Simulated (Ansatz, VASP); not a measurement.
## Two plane-wave programs on SnO

The input INCAR:

```
SYSTEM = SnO
ALGO = Normal
EDIFF = 1E-6
ENCUT = 520
GGA = PS
ISIF = 2
ISMEAR = 0
IVDW = 12
LASPH = .True.
LCHARG = .False.
LREAL = .False.
LWAVE = .False.
NBANDS = 28
NELM = 80
PREC = Accurate
SIGMA = 0.05
```

Contents of KPOINTS:

```
k-points
0
Gamma
  8 6 6
  0 0 0
```

The input POSCAR:

```
SnO
1.0
    3.2879049000      0.0000000000      0.0000000000
    0.0000000000      5.5606219200      0.0000000000
    0.0000000000      0.0000000000      4.2219700000
Sn O
2 2
Direct
    0.0000000000      0.2319090000      0.5131440000
    0.5000000000      0.7680910000      0.0131440000
    0.0000000000      0.8912500000      0.7368570000
    0.5000000000      0.1087500000      0.2368570000
```

Input for Ansatz:

```yaml
crystal:
  lattice:
    - [3.2879049, 0.0, 0.0]
    - [0.0, 5.56062192, 0.0]
    - [0.0, 0.0, 4.22197]
  atoms:
    - { symbol: Sn, position: [0.0, 0.231909, 0.513144] }
    - { symbol: Sn, position: [0.5, 0.768091, 0.013144] }
    - { symbol: O, position: [0.0, 0.89125, 0.736857] }
    - { symbol: O, position: [0.5, 0.10875, 0.236857] }
basis:
  ecutwfc: 420
kpoints:
  mp_grid: { grid: [8, 6, 6] }
hamiltonian:
  xc: pbesol
  dispersion: d3bj
scf:
  occupations: { method: gaussian, width: 0.05 }
output:
  forces: true
  stress: true
  eigenvalues: true
```

Change from the starting cell: strain -0.0200 x Voigt [1, 1, 0, 0, 0, 0], atoms carried along.

Alike in both runs: task single point; functional PBEsol; dispersion D3(BJ); k mesh 8 × 6 × 6; occupations gaussian, width 0.05 eV; no spin polarisation.

```csv
,VASP,Ansatz
version,VASP 6.6.1,Ansatz 0.2.0
potentials or method,"VASP PAW PBE potentials, release 64 (Sn_d, O), cutoff 520 eV","scalar-relativistic, plane waves, PAW"
valence electrons in the cell,40,40
```

```tsv
	VASP	Ansatz	Ansatz less VASP
gap on the k mesh at the Fermi level (eV)	1.27	1.28	+0.012
least direct gap on the mesh (eV)	1.83	1.84	+0.012
pressure (GPa)	-1.1	-1.3	-0.23
traceless stress, the component that is largest in VASP (GPa)	0.56	0.53	-0.033
rms of the force components (eV/Å)	0.122	0.087	-0.0346
```

VASP's potentials were made for PBE, not for PBEsol. Atom by atom the forces differ by 0.037 eV/Å (rms over components).
